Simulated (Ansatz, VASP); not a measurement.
## SrMg in VASP and in Ansatz

INCAR

```
PREC = Accurate
ENCUT = 520
EDIFF = 1E-6
ISMEAR = 0
SIGMA = 0.15
LREAL = F
LASPH = T
NELM = 100
ALGO = Fast
ISIF = 2
LWAVE = F
LCHARG = T
GGA = CA
LELF = T
LVHAR = T
NBANDS = 13
```

KPOINTS

```
Automatic mesh
0
Gamma
  12 12 12
```

Contents of POSCAR:

```
SrMg
1.0
    3.8415000000      0.0000000000      0.0000000000
    0.0000000000      3.8415000000      0.0000000000
    0.0000000000      0.0000000000      3.9585000000
Sr Mg
1 1
Direct
    0.5000000000      0.5000000000      0.5000000000
    0.0000000000      0.0000000000      0.0000000000
```

Input for Ansatz:

```yaml
crystal:
  lattice:
    - [3.8415, 0.0, 0.0]
    - [0.0, 3.8415, 0.0]
    - [0.0, 0.0, 3.9585]
  atoms:
    - { symbol: Sr, position: [0.5, 0.5, 0.5] }
    - { symbol: Mg, position: [0.0, 0.0, 0.0] }
basis:
  ecutwfc: 420
kpoints:
  mp_grid: { grid: [12, 12, 12] }
hamiltonian:
  xc: lda
scf:
  occupations: { method: gaussian, width: 0.15 }
output:
  forces: true
  stress: true
  eigenvalues: true
```

Change from the starting cell: strain -0.015 along x and y, +0.015 along z, atoms carried along.

Alike in both runs: task single point; functional LDA; k mesh 12 × 12 × 12; occupations gaussian, width 0.15 eV; no spin polarisation.

|  | VASP | Ansatz |
| --- | --- | --- |
| version | VASP 6.6.1 | Ansatz 0.2.0 |
| potentials or method | VASP PAW LDA potentials, release 64 (Sr_sv, Mg), cutoff 520 eV | scalar-relativistic, plane waves, PAW |
| valence electrons in the cell | 12 | 20 |

```tsv
	VASP	Ansatz	Ansatz less VASP
gap on the k mesh at the Fermi level (eV)	none	none	-
pressure (GPa)	3.8	4.0	+0.15
traceless stress, the component that is largest in VASP (GPa)	-0.20	-0.19	+0.007
```

LDA's correlation is that of Perdew and Zunger in VASP and of Perdew and Wang (1992) in Ansatz. A gap of «none» marks a metal or a gap that the smearing closes. VASP's potentials hold 12 valence electrons a cell and Ansatz's 20, so a difference there can come from the potentials and not from the codes.
